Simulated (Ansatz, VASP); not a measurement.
# Sb in VASP and in Ansatz

```
CELL_PARAMETERS angstrom
4.06868 0.00000 0.00000
-2.03434 3.52358 0.00000
0.00000 0.00000 20.80003
ATOMIC_POSITIONS crystal
Sb 0.33333 0.66667 0.29567
Sb 0.66667 0.33333 0.21635
Sb 0.00000 0.22222 0.56010
Sb 0.33333 0.88889 0.48077
```

Alike in both runs: task single point; functional PBE; dispersion D3(BJ); k mesh 9 × 9 × 1; occupations gaussian, width 0.05 eV; no spin polarisation.

|  | VASP | Ansatz |
| --- | --- | --- |
| version | VASP 6.6.1 | Ansatz 0.2.0 |
| potentials or method | VASP PAW PBE potentials, release 64 (Sb), cutoff 520 eV | scalar-relativistic, plane waves, PAW |
| valence electrons in the cell | 20 | 60 |

```tsv
	VASP	Ansatz	Ansatz less VASP
gap on the k mesh at the Fermi level (eV)	0.88	0.87	-0.010
least direct gap on the mesh (eV)	1.37	1.40	+0.037
rms of the force components (eV/Å)	0.064	0.021	-0.0436
```

Atom by atom the forces differ by 0.050 eV/Å (rms over components). VASP's potentials hold 20 valence electrons a cell and Ansatz's 60, so a difference there can come from the potentials and not from the codes.

Spin-orbit coupling is off throughout.
